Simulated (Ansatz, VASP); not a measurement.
# One calculation of BaBr, two programs

```
Ba Br
1.0
     3.74542    0.00000    0.00000
     0.00000    3.74542    0.00000
     0.00000    0.00000    5.11583
Ba Br
1 1
Direct
  0.00000 0.00000 0.00000
  0.50000 0.50000 0.50000
```

Change from the starting cell: species swapped into the FePt type (P4/mmm, No. 123).

Alike in both runs: task relaxation of cell and atoms; functional PBE; k mesh 14 × 14 × 12; occupations gaussian, width 0.1 eV; no spin polarisation.

|  | VASP | Ansatz |
| --- | --- | --- |
| version | VASP 6.6.1 | Ansatz 0.2.0 |
| potentials or method | VASP PAW PBE potentials, release 64 (Ba_sv, Br), cutoff 600 eV | scalar-relativistic, plane waves, PAW |
| valence electrons in the cell | 17 | 17 |

|  | VASP | Ansatz | Ansatz less VASP |
| --- | --- | --- | --- |
| gap on the k mesh at the Fermi level, each at its own relaxed structure (eV) | none | none | - |
| relaxed volume (Å³/atom) | 33.93 | 33.27 | -0.662 |
| relaxed length of the cell vector where the two differ most in proportion (Å) | 4.097 | 4.064 | -0.0332 |

A gap of «none» marks a metal or a gap that the smearing closes.

Spin-orbit coupling is off throughout.
